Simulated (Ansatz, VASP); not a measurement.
**Two plane-wave programs on InGa2N3**

File INCAR:

```
SYSTEM = InGa2N3
ALGO = Normal ; EDIFF = 1E-7
EDIFFG = -0.04 ; ENCUT = 600
GGA = PE ; IBRION = 2
ISIF = 3 ; ISMEAR = 0
LASPH = .True. ; LCHARG = .False.
LREAL = .False. ; LWAVE = .False.
NELM = 100 ; NSW = 90
PREC = Accurate ; SIGMA = 0.1
```

Contents of KPOINTS:

```
k-points
0
Gamma
  6 6 6
  0 0 0
```

Contents of POSCAR:

```
InGa2N3
1.0
    2.6410275900      1.5247979900      4.4554815800
   -2.6410275900      1.5247979900      4.4554815800
    0.0000000000     -3.0495959800      4.4554815800
In Ga N
1 2 3
Direct
    0.0000000000      0.0000000000      0.0000000000
    0.3415513300      0.3415513300      0.3415513300
    0.6584486700      0.6584486700      0.6584486700
    0.0000000000      0.0000000000      0.5000000000
    0.5000000000      0.0000000000      0.0000000000
    0.0000000000      0.5000000000      0.0000000000
```

Input for Ansatz:

```yaml
crystal:
  lattice:
    - [2.64102759, 1.52479799, 4.45548158]
    - [-2.64102759, 1.52479799, 4.45548158]
    - [0.0, -3.04959598, 4.45548158]
  atoms:
    - { symbol: In, position: [0.0, 0.0, 0.0] }
    - { symbol: Ga, position: [0.34155133, 0.34155133, 0.34155133] }
    - { symbol: Ga, position: [0.65844867, 0.65844867, 0.65844867] }
    - { symbol: "N", position: [0.0, 0.0, 0.5] }
    - { symbol: "N", position: [0.5, 0.0, 0.0] }
    - { symbol: "N", position: [0.0, 0.5, 0.0] }
basis:
  ecutwfc: 420
kpoints:
  mp_grid: { grid: [6, 6, 6] }
hamiltonian:
  xc: pbe
scf:
  occupations: { method: gaussian, width: 0.1 }
  lower_state_search: "off"
output:
  forces: true
  stress: true
  eigenvalues: true
relax:
  adjacent_minimum: "off"
  f_tol: 0.04
  max_steps: 70
  cell: { stress_tol: 0.4 }
```

Alike in both runs: task relaxation of cell and atoms; functional PBE; k mesh 6 × 6 × 6; occupations gaussian, width 0.1 eV; no spin polarisation.

```csv
,VASP,Ansatz
version,VASP 6.6.1,Ansatz 0.2.0
potentials or method,"VASP PAW PBE potentials, release 64 (In_d, Ga_d, N), cutoff 600 eV","scalar-relativistic, plane waves, PAW"
valence electrons in the cell,54,54
```

```tsv
	VASP	Ansatz	Ansatz less VASP
gap on the k mesh at the Fermi level, each at its own relaxed structure (eV)	none	none	-
relaxed volume (Å³/atom)	13.58	16.25	+2.661
relaxed cell length with the largest relative difference (Å)	4.351	4.703	+0.3515
```

A gap of «none» marks a metal or a gap that the smearing closes. One of these differences is far larger than is usual between the two programs; its cause wasn't traced.

Noted on VASP's run: the volume moved by over 15 % at a fixed basis, so the end points are rough.
